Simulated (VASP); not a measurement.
# SrO (Fm-3m) in VASP: single point with PBEsol

Aim: the single point of SrO with PBEsol.

Everything below comes from runs of VASP 6.6.1. Logs are shortened: lines on timing, memory, paths and dates and some standing lists are left out, and cuts for length are marked.

## Step 1: The cell of the first run

The structure is cubic, space group Fm-3m (No. 225). Conventional cell: a = 5.140 Å, b = 5.140 Å, c = 5.140 Å, α = 90.00°, β = 90.00°, γ = 90.00°. Within 3.4 Å of Sr (site symmetry m-3m) lie 6 O at 2.57 Å. O (site symmetry m-3m) has 6 Sr at 2.57 Å within 3.4 Å.

## Step 2: Single point, PBEsol

INCAR reads:

```
  PREC = Accurate
  ENCUT = 520
  EDIFF = 1E-7
  ISMEAR = 0
  SIGMA = 0.1
  LREAL = Auto
  LASPH = True
  NELM = 60
  ALGO = Normal
  ISIF = 2
  LWAVE = False
  LCHARG = False
  GGA = PS
  NBANDS = 78
  ISYM = 0
```

KPOINTS reads:

```
Automatic mesh
0
Gamma
  2 2 2
  0.5 0.5 0.5
```

POSCAR reads:

```
SrO
1.0
   -5.1396000000      5.1396000000      0.0000000000
   -5.1396000000      0.0000000000      5.1396000000
    0.0000000000      5.1396000000      5.1396000000
Sr O
8 8
Direct
    0.0000000000      0.0000000000      0.0000000000
    0.5000000000      0.0000000000      0.0000000000
    0.0000000000      0.5000000000      0.0000000000
    0.0000000000      0.0000000000      0.5000000000
    0.5000000000      0.5000000000      0.0000000000
    0.5000000000      0.0000000000      0.5000000000
    0.0000000000      0.5000000000      0.5000000000
    0.5000000000      0.5000000000      0.5000000000
    0.7500000000      0.7500000000      0.7500000000
    0.2500000000      0.7500000000      0.7500000000
    0.7500000000      0.2500000000      0.7500000000
    0.7500000000      0.7500000000      0.2500000000
    0.2500000000      0.2500000000      0.7500000000
    0.2500000000      0.7500000000      0.2500000000
    0.7500000000      0.2500000000      0.2500000000
    0.2500000000      0.2500000000      0.2500000000
```

Potentials or basis: VASP PAW PBE potentials, release 64 (Sr_sv, O).

The run is started by

```sh
cat potpaw_PBE.64/Sr_sv/POTCAR potpaw_PBE.64/O/POTCAR > POTCAR
mpirun -np 1 vasp_std > vasp.out
```

OUTCAR:

```text
PREC = Accurate
   ENCUT = 520
   EDIFF = 1E-7
   ISMEAR = 0
   LREAL = Auto
   LASPH = True
   NELM = 60
   ISIF = 2
   GGA = PS
   ISYM = 0

 ion  position               nearest neighbor table
   1  0.000  0.000  0.000-  10 2.57  11 2.57  12 2.57  13 2.57  14 2.57  15 2.57   2 3.63   3 3.63
                             4 3.63   4 3.63   6 3.63   7 3.63   3 3.63   5 3.63   7 3.63   2 3.63
   2  0.500  0.000  0.000-   9 2.57  11 2.57  12 2.57  13 2.57  14 2.57  16 2.57   1 3.63   5 3.63
                             6 3.63   4 3.63   6 3.63   8 3.63   3 3.63   5 3.63   8 3.63   1 3.63
   3  0.000  0.500  0.000-   9 2.57  10 2.57  12 2.57  13 2.57  15 2.57  16 2.57   1 3.63   5 3.63
                             7 3.63   4 3.63   7 3.63   8 3.63   1 3.63   2 3.63   4 3.63   2 3.63
   4  0.000  0.000  0.500-   9 2.57  10 2.57  11 2.57  14 2.57  15 2.57  16 2.57   1 3.63   6 3.63
                             7 3.63   1 3.63   2 3.63   3 3.63   3 3.63   7 3.63   8 3.63   2 3.63
   5  0.500  0.500  0.000-   9 2.57  10 2.57  11 2.57  14 2.57  15 2.57  16 2.57   2 3.63   3 3.63
                             8 3.63   6 3.63   7 3.63   8 3.63   1 3.63   2 3.63   6 3.63   1 3.63
   6  0.500  0.000  0.500-   9 2.57  10 2.57  12 2.57  13 2.57  15 2.57  16 2.57   2 3.63   4 3.63
                             8 3.63   1 3.63   2 3.63   5 3.63   5 3.63   7 3.63   8 3.63   1 3.63
   7  0.000  0.500  0.500-   9 2.57  11 2.57  12 2.57  13 2.57  14 2.57  16 2.57   3 3.63   4 3.63
                             8 3.63   1 3.63   3 3.63   5 3.63   1 3.63   4 3.63   6 3.63   5 3.63
   8  0.500  0.500  0.500-  10 2.57  11 2.57  12 2.57  13 2.57  14 2.57  15 2.57   5 3.63   6 3.63
                             7 3.63   2 3.63   3 3.63   5 3.63   2 3.63   4 3.63   6 3.63   3 3.63
   9  0.750  0.750  0.750-   2 2.57   3 2.57   4 2.57   5 2.57   6 2.57   7 2.57
  10  0.250  0.750  0.750-   1 2.57   3 2.57   4 2.57   5 2.57   6 2.57   8 2.57
  11  0.750  0.250  0.750-   1 2.57   2 2.57   4 2.57   5 2.57   7 2.57   8 2.57
  12  0.750  0.750  0.250-   1 2.57   2 2.57   3 2.57   6 2.57   7 2.57   8 2.57
  13  0.250  0.250  0.750-   1 2.57   2 2.57   3 2.57   6 2.57   7 2.57   8 2.57
  14  0.250  0.750  0.250-   1 2.57   2 2.57   4 2.57   5 2.57   7 2.57   8 2.57
  15  0.750  0.250  0.250-   1 2.57   3 2.57   4 2.57   5 2.57   6 2.57   8 2.57
  16  0.250  0.250  0.250-   2 2.57   3 2.57   4 2.57   5 2.57   6 2.57   7 2.57

IMPORTANT INFORMATION: All symmetrisations will be switched off!
NOSYMM: (Re-)initialisation of all symmetry stuff for point group C_1.

----------------------------------------------------------------------------------------

                                     Primitive cell

  volume of cell :     271.5301

  direct lattice vectors                    reciprocal lattice vectors
    -5.139600000  5.139600000  0.000000000    -0.097283835  0.097283835 -0.097283835
    -5.139600000  0.000000000  5.139600000    -0.097283835 -0.097283835  0.097283835
     0.000000000  5.139600000  5.139600000     0.097283835  0.097283835  0.097283835

  length of vectors
     7.268492025  7.268492025  7.268492025     0.168500546  0.168500546  0.168500546

  position of ions in fractional coordinates (direct lattice)
     0.000000000  0.000000000  0.000000000
[... 116 lines left out ...]
     AMIX     =   0.40;   BMIX     =  1.00
     AMIX_MAG =   1.60;   BMIX_MAG =  1.00
  volume/ion in A,a.u.               =      16.97       114.52
  Fermi-wavevector in a.u.,A,eV,Ry     =   1.274106  2.407711 22.086959  1.623346
  Thomas-Fermi vector in A             =   2.406892
   LORBIT       =      0    0 simple, 1 ext, 2 COOP (PROOUT), +10 PAW based schemes
   GGA     = PS    functional components
   LHFCALC =     F    Hartree Fock is set to
   AEXX    =    0.0000 exact exchange contribution
   IVDW    =     0    specifies the selected vdW correction
   LEPSILON=     F    determine dielectric tensor
   LRPA    =     F    only Hartree local field effects (RPA)
 non-spin polarized calculation
 Gauss-broadening in eV      SIGMA  =   0.10
  energy-cutoff  :      520.00
  volume of cell :      271.53
 maximum number of plane-waves:      7315
   NGX = 27   NGY = 27   NGZ = 27

 number of electron     128.0000048 magnetization

 Free energy of the ion-electron system (eV)
  ---------------------------------------------------
  ext. energy  EPLUGINS =         0.00000000
  ---------------------------------------------------
  free energy    TOTEN  =      -101.12926411 eV

  energy without entropy =     -101.12926411  energy(sigma->0) =     -101.12926411

 E-fermi :   1.7502     XC(G=0): -10.2840

 val. band max:        1.2933708263   @ k =   0.2500   0.2500   0.2500
 cond. band min:       5.1544962849   @ k =   0.2500   0.2500   0.2500
 fundamental gap:      3.8611254586
 Fermi energy:         1.7502263930

 k-point     1 :       0.2500    0.2500    0.2500
  band No.  band energies     occupation
      1     -30.7161      2.00000
      2     -30.6150      2.00000
      3     -30.5877      2.00000
      4     -30.5877      2.00000
      5     -30.5877      2.00000
      6     -30.5585      2.00000
[... 1253 lines left out ...]
     75       8.3175      0.00000
     76       8.3912      0.00000
 [bands above 76 left out]

------------------------ aborting loop because EDIFF is reached ----------------------------------------

  FORCE on cell =-STRESS in cart. coord.  units (eV):
  Direction    XX          YY          ZZ          XY          YZ          ZX
  --------------------------------------------------------------------------------------
  -------------------------------------------------------------------------------------
  Total       -0.5358284     -0.5358368     -0.5358333     -0.0000454      0.0000467     -0.0000414
  in kB       -3.1616830     -3.1617327     -3.1617121     -0.0002679      0.0002754     -0.0002442
  external PRESSURE =      -3.1617093 kB  Pullay stress =       0.0000000 kB

 VOLUME and BASIS-vectors are now :
 -----------------------------------------------------------------------------
  energy-cutoff  :      520.00
  volume of cell :      271.53
      direct lattice vectors                 reciprocal lattice vectors
    -5.139600000  5.139600000  0.000000000    -0.097283835  0.097283835 -0.097283835
    -5.139600000  0.000000000  5.139600000    -0.097283835 -0.097283835  0.097283835
     0.000000000  5.139600000  5.139600000     0.097283835  0.097283835  0.097283835

 POSITION                                       TOTAL-FORCE (eV/Angst)
 -----------------------------------------------------------------------------------
      0.00000      0.00000      0.00000        -0.000002      0.000001     -0.000001
     -2.56980      2.56980      0.00000         0.000003     -0.000001     -0.000004
     -2.56980      0.00000      2.56980        -0.000001     -0.000002     -0.000002
      0.00000      2.56980      2.56980         0.000002      0.000002     -0.000002
     -5.13960      2.56980      2.56980        -0.000000     -0.000001      0.000005
     -2.56980      5.13960      2.56980        -0.000001      0.000002      0.000002
[... 8 lines left out ...]
     -5.13960      5.13960      2.56980        -0.000005     -0.000003      0.000001
     -2.56980      2.56980      2.56980        -0.000000      0.000001     -0.000002
 -----------------------------------------------------------------------------------
    total drift:                               -0.000001     -0.000001     -0.000002

  FREE ENERGIE OF THE ION-ELECTRON SYSTEM (eV)
  ---------------------------------------------------
  free  energy   TOTEN  =      -101.1292641104 eV

  energy  without entropy=     -101.1292641104  energy(sigma->0) =     -101.12926411
```

OSZICAR:

```text
N       E                     dE             d eps       ncg     rms          rms(c)
DAV:   1     0.904688358082E+03    0.90469E+03   -0.67624E+04  2496   0.159E+03
DAV:   2    -0.399290093972E+02   -0.94462E+03   -0.90951E+03  3176   0.367E+02
DAV:   3    -0.113582873940E+03   -0.73654E+02   -0.73247E+02  3200   0.932E+01
DAV:   4    -0.116790655637E+03   -0.32078E+01   -0.32004E+01  3688   0.177E+01
DAV:   5    -0.116926997740E+03   -0.13634E+00   -0.13632E+00  3474   0.287E+00    0.484E+01
DAV:   6    -0.101763072980E+03    0.15164E+02   -0.10046E+02  2674   0.282E+01    0.640E+01
DAV:   7    -0.101645618586E+03    0.11745E+00   -0.81062E+00  3160   0.871E+00    0.431E+01
DAV:   8    -0.101262085621E+03    0.38353E+00   -0.42869E+00  2848   0.688E+00    0.115E+01
DAV:   9    -0.101122763104E+03    0.13932E+00   -0.64145E-01  3080   0.280E+00    0.308E+00
DAV:  10    -0.101129976767E+03   -0.72137E-02   -0.59433E-02  3328   0.704E-01    0.124E+00
DAV:  11    -0.101129244252E+03    0.73252E-03   -0.75920E-03  3760   0.285E-01    0.119E-01
DAV:  12    -0.101129260824E+03   -0.16572E-04   -0.20857E-03  3320   0.128E-01    0.739E-02
DAV:  13    -0.101129271735E+03   -0.10911E-04   -0.12773E-04  3328   0.380E-02    0.685E-02
DAV:  14    -0.101129266177E+03    0.55584E-05   -0.10117E-05  3552   0.127E-02    0.382E-02
DAV:  15    -0.101129263842E+03    0.23352E-05   -0.89626E-06  3048   0.102E-02    0.203E-02
DAV:  16    -0.101129263941E+03   -0.99330E-07   -0.19081E-06  2968   0.417E-03    0.118E-02
DAV:  17    -0.101129264098E+03   -0.15716E-06   -0.21812E-07  1968   0.199E-03    0.193E-03
DAV:  18    -0.101129264110E+03   -0.12211E-07   -0.13687E-07  1616   0.121E-03
   1 F= -.10112926E+03 E0= -.10112926E+03  d E =-.246896E-10
```

stdout:

```text
POSCAR found type information on POSCAR SrO
 POSCAR found :  2 types and      16 ions
 scaLAPACK will be used
 -----------------------------------------------------------------------------
|                                                                             |
|                                                                             |
|     You enforced a specific xc type in the INCAR file but a different       |
|     I HOPE YOU KNOW WHAT YOU ARE DOING!                                     |
|                                                                             |
 -----------------------------------------------------------------------------

 LDA part: xc-table for (Slater+PW92), standard interpolation
 POSCAR, INCAR and KPOINTS ok, starting setup
 FFT: planning ... GRIDC
 FFT: planning ... GRID_SOFT
 FFT: planning ... GRID
 WAVECAR not read
 entering main loop
```

Run time: 6.6 min. Hardware: 1 thread of Intel Xeon Platinum 8559C (Emerald Rapids), shared host; peak memory 0.5 GiB.

Results:

| Property | Result |
| --- | --- |
| Free energy | -101.1293 eV |
| Pressure | -0.3 GPa |
| Band gap on the k mesh | 3.86 eV |

Caveat: the PAW data sets were made with another functional, which shifts forces and pressure a little; a shifted mesh leaves out Γ, where band edges can lie. A k mesh can miss the band edges.
